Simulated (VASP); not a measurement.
Write the native input for VASP 6.6.1 that does the following.

| Property | Result |
| --- | --- |
| Task | single point |
| Functional | LDA |
| Potentials or basis | VASP PAW LDA potentials, release 64 (Be) |
| Cutoff | 520 eV |
| k mesh | 11 × 11 × 6 |
| Occupations | methfessel-paxton, width 0.02 eV |
| Spin | no spin polarisation |
| Dipole correction | no |
| Further INCAR settings | ALGO = Normal; EDIFF = 1e-06; NBANDS = 9 |

The structure of Be lies in POSCAR:

```
Be
1.0
    2.2276086996      0.0000000000      0.0000000000
   -1.1138043498      1.9291657236      0.0000000000
    0.0000000000      0.0000000000      3.5112232327
Be
2
Direct
    0.3333333333      0.6666666667      0.2500000000
    0.6666666667      0.3333333333      0.7500000000
```

The input as run:

INCAR

```
PREC     = Accurate       # precision mode
ENCUT    = 520            # plane-wave cutoff, eV
EDIFF    = 1E-6           # SCF threshold, eV
ISMEAR   = 1              # smearing method
SIGMA    = 0.02           # smearing width, eV
LREAL    = False          # projectors in reciprocal space
LASPH    = True           # aspherical terms in the spheres
NELM     = 60             # most SCF steps
ALGO     = Normal         # electronic algorithm
ISIF     = 2              # what is computed and relaxed
LWAVE    = False          # write WAVECAR
LCHARG   = False          # write CHGCAR
GGA      = CA             # functional
NBANDS   = 9              # bands
```

KPOINTS

```
regular mesh
0
Gamma
  11 11 6
```

Potentials or basis: VASP PAW LDA potentials, release 64 (Be).

Command:

```bash
$ cat potpaw_LDA.64/Be/POTCAR > POTCAR
$ mpirun -np 1 vasp_std > vasp.out
```

It gave:

```
Pressure               : 0.5 GPa
Band gap on the k mesh : zero (band 2 reaches 7.78 eV, above the bottom of band 3 at 7.38 eV)
```

Wall time 9.3 s on 1 thread of AMD EPYC 7R13, on a shared host, peak memory 0.09 GiB.
